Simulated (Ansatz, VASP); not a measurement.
## Two plane-wave programs on Pt

```
CELL_PARAMETERS angstrom
0.00000 1.95999 2.11737
1.95999 0.00000 2.11737
1.95999 1.95999 0.00000
ATOMIC_POSITIONS crystal
Pt 0.00000 0.00000 0.00000
```

Alike in both runs: task single point; functional PBE; k mesh 22 × 22 × 22; occupations gaussian, width 0.15 eV; no spin polarisation.

|  | VASP | Ansatz |
| --- | --- | --- |
| version | VASP 6.6.1 | Ansatz 0.2.0 |
| potentials or method | VASP PAW PBE potentials, release 64 (Pt), cutoff 520 eV | scalar-relativistic, plane waves, PAW |
| valence electrons in the cell | 10 | 18 |

```tsv
	VASP	Ansatz	Ansatz less VASP
gap on the k mesh at the Fermi level (eV)	none	none	-
pressure (GPa)	-8.4	-8.0	+0.36
traceless stress, the component that is largest in VASP (GPa)	-4.79	-4.84	-0.051
```

A gap of «none» marks a metal or a gap that the smearing closes. VASP's potentials hold 10 valence electrons a cell and Ansatz's 18, so a difference there can come from the potentials and not from the codes.

Spin-orbit coupling is off throughout.
